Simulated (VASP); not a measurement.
# WS (Fm-3m) in VASP: further runs

WS is run at these levels: r2SCAN+U; tasks: single point.

All numbers are computed with VASP 6.6.1; they aren't measurements. Logs are shortened: lines on timing, memory, paths and dates and some standing lists are left out, and cuts for length are marked.

### Step 1. The cell of the first run

It takes space group Fm-3m (No. 225, cubic). Conventional cell: a = 5.460 Å, b = 5.460 Å, c = 5.460 Å, α = 90.00°, β = 90.00°, γ = 90.00°. W (site symmetry m-3m) has 6 S at 2.73 Å within 3.6 Å. S (site symmetry m-3m) has 6 W at 2.73 Å within 3.6 Å.

### Step 2. Single point, r2SCAN+U, collinear spin

POSCAR

```
WS
1.0
    0.0000000000      2.7299472644      2.7299472644
    2.7299472644      0.0000000000      2.7299472644
    2.7299472644      2.7299472644      0.0000000000
W S
1 1
Direct
    0.0000000000      0.0000000000      0.0000000000
    0.5000000000      0.5000000000      0.5000000000
```

INCAR.step1

```
PREC = Accurate
ENCUT = 520
ISMEAR = 0
SIGMA = 0.1
LREAL = False
LASPH = True
NELM = 150
ISPIN = 2
MAGMOM = 1 0
LMAXMIX = 4
LDAU = True
LDAUTYPE = 2
LDAUL = 2 -1
LDAUU = 6.2 0
LDAUJ = 0 0
NBANDS = 21
GGA = PE
ALGO = Normal
EDIFF = 1E-4
LWAVE = True
LCHARG = False
```

INCAR.step2

```
PREC = Accurate
ENCUT = 520
EDIFF = 1E-7
ISMEAR = 0
SIGMA = 0.1
LREAL = False
LASPH = True
NELM = 150
ALGO = Normal
ISIF = 2
LWAVE = False
LCHARG = True
ISPIN = 2
MAGMOM = 1 0
LORBIT = 11
LMAXMIX = 4
LDAU = True
LDAUTYPE = 2
LDAUL = 2 -1
LDAUU = 6.2 0
LDAUJ = 0 0
LDAUPRINT = 1
METAGGA = R2SCAN
LMIXTAU = True
LELF = True
LVHAR = True
NBANDS = 21
ISTART = 1
```

KPOINTS

```
Automatic mesh
0
Gamma
  14 14 14
```

Potentials or basis: VASP PAW PBE potentials, release 64 (W_sv, S).

Launch:

```bash
> cat potpaw_PBE.64/W_sv/POTCAR potpaw_PBE.64/S/POTCAR > POTCAR
> cp INCAR.step1 INCAR
> mpirun -np 1 vasp_std > vasp.out
> cp INCAR.step2 INCAR
> mpirun -np 1 vasp_std > vasp.out
```

OUTCAR:

```text
PREC = Accurate
   ENCUT = 520
   EDIFF = 1E-7
   ISMEAR = 0
   LREAL = False
   LASPH = True
   NELM = 150
   ISIF = 2
   ISPIN = 2
   LORBIT = 11
   METAGGA = R2SCAN
   ISTART = 1

 ion  position               nearest neighbor table
   1  0.000  0.000  0.000-   2 2.73   2 2.73   2 2.73   2 2.73   2 2.73   2 2.73
   2  0.500  0.500  0.500-   1 2.73   1 2.73   1 2.73   1 2.73   1 2.73   1 2.73

  LATTYP: Found a face centered cubic cell.
 ALAT       =     5.4598945288

  Lattice vectors:

 A1 = (   0.0000000000,   2.7299472644,   2.7299472644)
 A2 = (   2.7299472644,   0.0000000000,   2.7299472644)
 A3 = (   2.7299472644,   2.7299472644,   0.0000000000)

Analysis of symmetry for initial positions (statically):
=====================================================================
 Subroutine PRICEL returns:
 Original cell was already a primitive cell.

 Routine SETGRP: Setting up the symmetry group for a
 face centered cubic supercell.

 Subroutine GETGRP returns: Found 48 space group operations
 (whereof 48 operations were pure point group operations)
 out of a pool of 48 trial point group operations.

The static configuration has the point symmetry O_h .

Analysis of symmetry for dynamics (positions and initial velocities):
=====================================================================
 Subroutine PRICEL returns:
 Original cell was already a primitive cell.

 Routine SETGRP: Setting up the symmetry group for a
 face centered cubic supercell.

 Subroutine GETGRP returns: Found 48 space group operations
 (whereof 48 operations were pure point group operations)
 out of a pool of 48 trial point group operations.

The dynamic configuration has the point symmetry O_h .

Analysis of structural, dynamic, and magnetic symmetry:
=====================================================================
 Subroutine PRICEL returns:
 Original cell was already a primitive cell.

[... 167 lines left out ...]
  0.0000  0.0000 -0.0000  0.0227 -0.0000
 -0.0000 -0.0000  0.0000 -0.0000  0.0654

 occupancies and eigenvectors

  o =  0.0227  v =  0.0000  0.0000  0.0000  0.0000  0.0000  0.9998  0.0021  0.0000 -0.0206  0.0000      0.0000  0.0000  0.0000  0.0000  0.0000  0.0000  0.0000  0.0000  0.0000  0.0000
  o =  0.0227  v =  0.0000  0.0000  0.0000  0.0000  0.0000  0.0205 -0.2292  0.0000  0.9732  0.0000      0.0000  0.0000  0.0000  0.0000  0.0000  0.0000  0.0000  0.0000  0.0000  0.0000
  o =  0.0227  v =  0.0000  0.0000  0.0000  0.0000  0.0000 -0.0027 -0.9734  0.0000 -0.2292 -0.0000      0.0000  0.0000  0.0000  0.0000  0.0000  0.0000  0.0000  0.0000  0.0000  0.0000
  o =  0.0654  v =  0.0000  0.0000  0.0000  0.0000  0.0000  0.0000 -0.0000 -0.9998  0.0000  0.0204      0.0000  0.0000  0.0000  0.0000  0.0000  0.0000  0.0000  0.0000  0.0000  0.0000
  o =  0.0654  v =  0.0000  0.0000  0.0000  0.0000  0.0000 -0.0000 -0.0000  0.0204 -0.0000  0.9998      0.0000  0.0000  0.0000  0.0000  0.0000  0.0000  0.0000  0.0000  0.0000  0.0000
  o =  0.3929  v =  0.0000  0.0000 -0.9990 -0.0000  0.0440  0.0000  0.0000  0.0000  0.0000  0.0000      0.0000  0.0000  0.0000  0.0000  0.0000  0.0000  0.0000  0.0000  0.0000  0.0000
  o =  0.3929  v =  0.0000 -0.0000  0.0440 -0.0000  0.9990  0.0000  0.0000  0.0000  0.0000  0.0000      0.0000  0.0000  0.0000  0.0000  0.0000  0.0000  0.0000  0.0000  0.0000  0.0000
  o =  0.8038  v =  0.0000  0.0811  0.0000 -0.9967 -0.0000  0.0000  0.0000  0.0000  0.0000  0.0000      0.0000  0.0000  0.0000  0.0000  0.0000  0.0000  0.0000  0.0000  0.0000  0.0000
  o =  0.8038  v =  1.0000  0.0000  0.0000  0.0000  0.0000  0.0000  0.0000  0.0000  0.0000  0.0000      0.0000  0.0000  0.0000  0.0000  0.0000  0.0000  0.0000  0.0000  0.0000  0.0000
  o =  0.8038  v =  0.0000 -0.9967 -0.0000 -0.0811 -0.0000  0.0000  0.0000  0.0000  0.0000  0.0000      0.0000  0.0000  0.0000  0.0000  0.0000  0.0000  0.0000  0.0000  0.0000  0.0000

 number of electron      19.9999999 magnetization       3.8163155

 Free energy of the ion-electron system (eV)
  ---------------------------------------------------
  ext. energy  EPLUGINS =         0.00000000
  ---------------------------------------------------
  free energy    TOTEN  =       -53.17124704 eV

  energy without entropy =      -53.16700739  energy(sigma->0) =      -53.16912721

 E-fermi :   8.1750     XC(G=0): -11.4323

 val. band max:        8.1653396464   @ k =  -0.3571   0.2857   0.0714
 cond. band min:       8.1823394462   @ k =   0.3571   0.1429   0.0000
 fundamental gap:      0.0169997998
 Fermi energy:         8.1749709533

 spin component 1

 k-point     1 :       0.0000    0.0000    0.0000
  band No.  band energies     occupation
      1     -69.4750      1.00000
      2     -33.3798      1.00000
      3     -33.3796      1.00000
      4     -33.3796      1.00000
      5      -8.2524      1.00000
      6       3.3267      1.00000
[... 1145 lines left out ...]
     20      22.8711      0.00000
     21      24.6462      0.00000

 [... further k-points ...]
[... 5 lines left out ...]
  --------------------------------------------------------------------------------------
  -------------------------------------------------------------------------------------
  Total       -0.9583709     -0.9583709     -0.9583709     -0.0000000     -0.0000000      0.0000000
  in kB      -37.7356160    -37.7356160    -37.7356160     -0.0000000     -0.0000000      0.0000000
  external PRESSURE =     -37.7356160 kB  Pullay stress =       0.0000000 kB

 VOLUME and BASIS-vectors are now :
 -----------------------------------------------------------------------------
  energy-cutoff  :      520.00
  volume of cell :       40.69
      direct lattice vectors                 reciprocal lattice vectors
     0.000000000  2.729947264  2.729947264    -0.183153721  0.183153721  0.183153721
     2.729947264  0.000000000  2.729947264     0.183153721 -0.183153721  0.183153721
     2.729947264  2.729947264  0.000000000     0.183153721  0.183153721 -0.183153721

 POSITION                                       TOTAL-FORCE (eV/Angst)
 -----------------------------------------------------------------------------------
      0.00000      0.00000      0.00000         0.000000      0.000000     -0.000000
      2.72995      2.72995      2.72995        -0.000000     -0.000000      0.000000
 -----------------------------------------------------------------------------------
    total drift:                               -0.000000      0.000000      0.000000

  FREE ENERGIE OF THE ION-ELECTRON SYSTEM (eV)
  ---------------------------------------------------
  free  energy   TOTEN  =       -53.1712470352 eV

  energy  without entropy=      -53.1670073879  energy(sigma->0) =      -53.16912721

 total charge

# of ion       s       p       d       tot
------------------------------------------
    1        2.291   6.086   3.358  11.735
    2        1.308   2.395   0.000   3.703
--------------------------------------------------
tot          3.599   8.481   3.358  15.437

 magnetization (x)

# of ion       s       p       d       tot
------------------------------------------
    1        0.161   0.025   2.969   3.155
    2        0.015  -0.084   0.000  -0.069
--------------------------------------------------
tot          0.176  -0.059   2.969   3.086
```

It took 25 min on 1 thread of Intel Xeon 8259CL, shared host; peak memory 0.3 GiB.

What came out:

- Free energy: -53.1712 eV
- Pressure: -3.8 GPa
- Net moment: 3.82 μB per cell
- Site moments: W +3.15; S -0.07 μB
- Valence electrons inside the program's atomic spheres: W 11.73; S 3.70

Levels at points of the mesh, in eV from the Fermi level:
Spin up:
| k point | band 10 | band 11 | band 12 | band 13 | band 14 | band 15 |
| --- | --- | --- | --- | --- | --- | --- |
| (0.00, 0.00, 0.00) | -3.77 | -3.77 | -2.12 | -2.12 | -0.92 | 7.90 |
| (0.50, 0.00, 0.00) | -3.28 | -2.95 | 1.44 | 3.13 | 3.13 | 4.72 |
| (0.50, 0.50, 0.00) | -3.12 | -3.12 | -1.32 | -1.30 | 0.63 | 7.75 |
Spin down:
```
           k point  band 4  band 5  band 6  band 7  band 8  band 9  band 10  band 11  band 12  band 13
(0.00, 0.00, 0.00)  -39.16  -16.22   -3.74   -3.74   -3.74    0.98     1.27     1.27     1.27     1.47
(0.50, 0.00, 0.00)  -39.17  -15.08   -7.81   -5.15   -5.15    2.32     3.96     4.22     4.22     5.76
(0.50, 0.50, 0.00)  -39.18  -15.17   -6.66   -4.82   -4.82   -0.87     1.25     2.54     4.58     5.12
```

Eigenvalues of the final occupation matrices:
| site | spin | trace | eigenvalues |
| --- | --- | --- | --- |
| site 1 d | 1 | 3.20 | 0.39 0.39 0.80 0.80 0.80 |
| site 1 d | 2 | 0.20 | 0.02 0.02 0.02 0.07 0.07 |

Caveat: the cell stands under tension; the PAW data sets were made with another functional, which shifts forces and pressure a little; spin-orbit coupling is left out, which moves the levels of the heavy elements.

### Step 3. Single point, r2SCAN+U, collinear spin

POSCAR is that of step 2.

INCAR.step1

```
  PREC = Accurate
  ENCUT = 520
  ISMEAR = 0
  SIGMA = 0.1
  LREAL = False
  LASPH = True
  NELM = 150
  ISPIN = 2
  MAGMOM = 2.5 0
  LMAXMIX = 4
  LDAU = True
  LDAUTYPE = 2
  LDAUL = 2 -1
  LDAUU = 6.2 0
  LDAUJ = 0 0
  NBANDS = 21
  GGA = PE
  ALGO = Normal
  EDIFF = 1E-4
  LWAVE = True
  LCHARG = False
```

INCAR.step2

```
  PREC = Accurate
  ENCUT = 520
  EDIFF = 1E-6
  ISMEAR = 0
  SIGMA = 0.1
  LREAL = False
  LASPH = True
  NELM = 150
  ALGO = Normal
  ISIF = 2
  LWAVE = False
  LCHARG = False
  ISPIN = 2
  MAGMOM = 2.5 0
  LORBIT = 11
  LMAXMIX = 4
  LDAU = True
  LDAUTYPE = 2
  LDAUL = 2 -1
  LDAUU = 6.2 0
  LDAUJ = 0 0
  LDAUPRINT = 1
  METAGGA = R2SCAN
  LMIXTAU = True
  NBANDS = 21
  ISTART = 1
```

KPOINTS

```
regular mesh
0
Gamma
  14 14 14
```

Potentials or basis: VASP PAW PBE potentials, release 64 (W_sv, S).

Launch:

```bash
> cat potpaw_PBE.64/W_sv/POTCAR potpaw_PBE.64/S/POTCAR > POTCAR
> cp INCAR.step1 INCAR
> mpirun -np 1 vasp_std > vasp.out
> cp INCAR.step2 INCAR
> mpirun -np 1 vasp_std > vasp.out
```

OUTCAR:

```text
PREC = Accurate
   ENCUT = 520
   EDIFF = 1E-6
   ISMEAR = 0
   LREAL = False
   LASPH = True
   NELM = 150
   ISIF = 2
   ISPIN = 2
   LORBIT = 11
   METAGGA = R2SCAN
   ISTART = 1

 ion  position               nearest neighbor table
   1  0.000  0.000  0.000-   2 2.73   2 2.73   2 2.73   2 2.73   2 2.73   2 2.73
   2  0.500  0.500  0.500-   1 2.73   1 2.73   1 2.73   1 2.73   1 2.73   1 2.73

  LATTYP: Found a face centered cubic cell.
 ALAT       =     5.4598945288

  Lattice vectors:

 A1 = (   0.0000000000,   2.7299472644,   2.7299472644)
 A2 = (   2.7299472644,   0.0000000000,   2.7299472644)
 A3 = (   2.7299472644,   2.7299472644,   0.0000000000)

Analysis of symmetry for initial positions (statically):
=====================================================================
 Subroutine PRICEL returns:
 Original cell was already a primitive cell.

 Routine SETGRP: Setting up the symmetry group for a
 face centered cubic supercell.

 Subroutine GETGRP returns: Found 48 space group operations
 (whereof 48 operations were pure point group operations)
 out of a pool of 48 trial point group operations.

The static configuration has the point symmetry O_h .

Analysis of symmetry for dynamics (positions and initial velocities):
=====================================================================
 Subroutine PRICEL returns:
 Original cell was already a primitive cell.

 Routine SETGRP: Setting up the symmetry group for a
 face centered cubic supercell.

 Subroutine GETGRP returns: Found 48 space group operations
 (whereof 48 operations were pure point group operations)
 out of a pool of 48 trial point group operations.

[... 185 lines left out ...]
  o =  0.3928  v =  0.0000 -0.0000  1.0000 -0.0000 -0.0060  0.0000  0.0000  0.0000  0.0000  0.0000      0.0000  0.0000  0.0000  0.0000  0.0000  0.0000  0.0000  0.0000  0.0000  0.0000
  o =  0.8038  v =  0.0000 -0.7584 -0.0000  0.6518  0.0000  0.0000  0.0000  0.0000  0.0000  0.0000      0.0000  0.0000  0.0000  0.0000  0.0000  0.0000  0.0000  0.0000  0.0000  0.0000
  o =  0.8038  v =  0.0000 -0.6518 -0.0000 -0.7584  0.0000  0.0000  0.0000  0.0000  0.0000  0.0000      0.0000  0.0000  0.0000  0.0000  0.0000  0.0000  0.0000  0.0000  0.0000  0.0000
  o =  0.8038  v =  1.0000  0.0000  0.0000  0.0000  0.0000  0.0000  0.0000  0.0000  0.0000  0.0000      0.0000  0.0000  0.0000  0.0000  0.0000  0.0000  0.0000  0.0000  0.0000  0.0000

 number of electron      19.9999999 magnetization       3.8160741

 Free energy of the ion-electron system (eV)
  ---------------------------------------------------
  ext. energy  EPLUGINS =         0.00000000
  ---------------------------------------------------
  free energy    TOTEN  =       -53.17124561 eV

  energy without entropy =      -53.16700602  energy(sigma->0) =      -53.16912582

 E-fermi :   8.1750     XC(G=0): -11.4324

 val. band max:        8.1654500932   @ k =  -0.3571   0.2857   0.0714
 cond. band min:       8.1824538867   @ k =   0.3571   0.1429   0.0000
 fundamental gap:      0.0170037935
 Fermi energy:         8.1750043411

 spin component 1

 k-point     1 :       0.0000    0.0000    0.0000
  band No.  band energies     occupation
      1     -69.4755      1.00000
      2     -33.3802      1.00000
      3     -33.3801      1.00000
      4     -33.3801      1.00000
      5      -8.2524      1.00000
      6       3.3264      1.00000
[... 1145 lines left out ...]
     20      22.8709      0.00000
     21      24.6460      0.00000

 [... further k-points ...]
[... 5 lines left out ...]
  --------------------------------------------------------------------------------------
  -------------------------------------------------------------------------------------
  Total       -0.9557449     -0.9557449     -0.9557449      0.0000000      0.0000000      0.0000000
  in kB      -37.6322157    -37.6322157    -37.6322157      0.0000000      0.0000000      0.0000000
  external PRESSURE =     -37.6322157 kB  Pullay stress =       0.0000000 kB

 VOLUME and BASIS-vectors are now :
 -----------------------------------------------------------------------------
  energy-cutoff  :      520.00
  volume of cell :       40.69
      direct lattice vectors                 reciprocal lattice vectors
     0.000000000  2.729947264  2.729947264    -0.183153721  0.183153721  0.183153721
     2.729947264  0.000000000  2.729947264     0.183153721 -0.183153721  0.183153721
     2.729947264  2.729947264  0.000000000     0.183153721  0.183153721 -0.183153721

 POSITION                                       TOTAL-FORCE (eV/Angst)
 -----------------------------------------------------------------------------------
      0.00000      0.00000      0.00000         0.000000      0.000000     -0.000000
      2.72995      2.72995      2.72995        -0.000000     -0.000000      0.000000
 -----------------------------------------------------------------------------------
    total drift:                               -0.000000      0.000000      0.000000

  FREE ENERGIE OF THE ION-ELECTRON SYSTEM (eV)
  ---------------------------------------------------
  free  energy   TOTEN  =       -53.1712456128 eV

  energy  without entropy=      -53.1670060183  energy(sigma->0) =      -53.16912582

 total charge

# of ion       s       p       d       tot
------------------------------------------
    1        2.291   6.086   3.358  11.735
    2        1.308   2.395   0.000   3.703
--------------------------------------------------
tot          3.599   8.481   3.358  15.437

 magnetization (x)

# of ion       s       p       d       tot
------------------------------------------
    1        0.161   0.025   2.969   3.155
    2        0.015  -0.084   0.000  -0.069
--------------------------------------------------
tot          0.176  -0.059   2.969   3.086
```

OUTCAR.step1:

```text
PREC = Accurate
   ENCUT = 520
   ISMEAR = 0
   LREAL = False
   LASPH = True
[... 1399 lines left out ...]
      0.00000      0.00000      0.00000         0.000000     -0.000000     -0.000000
      2.72995      2.72995      2.72995        -0.000000      0.000000      0.000000
 -----------------------------------------------------------------------------------
    total drift:                               -0.000000      0.000000      0.000000

  FREE ENERGIE OF THE ION-ELECTRON SYSTEM (eV)
  ---------------------------------------------------
  free  energy   TOTEN  =       -10.2608068087 eV

  energy  without entropy=      -10.2565619113  energy(sigma->0) =      -10.25868436
```

It took 20 min on 1 thread of Intel Xeon 8259CL, shared host; peak memory 0.29 GiB.

What came out:

* Free energy: -53.1712 eV
* Pressure: -3.8 GPa
* Net moment: 3.82 μB per cell
* Site moments: W +3.15; S -0.07 μB
* Valence electrons inside the program's atomic spheres: W 11.73; S 3.70

Eigenvalues of the final occupation matrices:
```csv
site,spin,trace,eigenvalues
site 1 d,1,3.20,0.39 0.39 0.80 0.80 0.80
site 1 d,2,0.20,0.02 0.02 0.02 0.07 0.07
```

Caveat: the cell stands under tension; the PAW data sets were made with another functional, which shifts forces and pressure a little; spin-orbit coupling is left out, which moves the levels of the heavy elements.
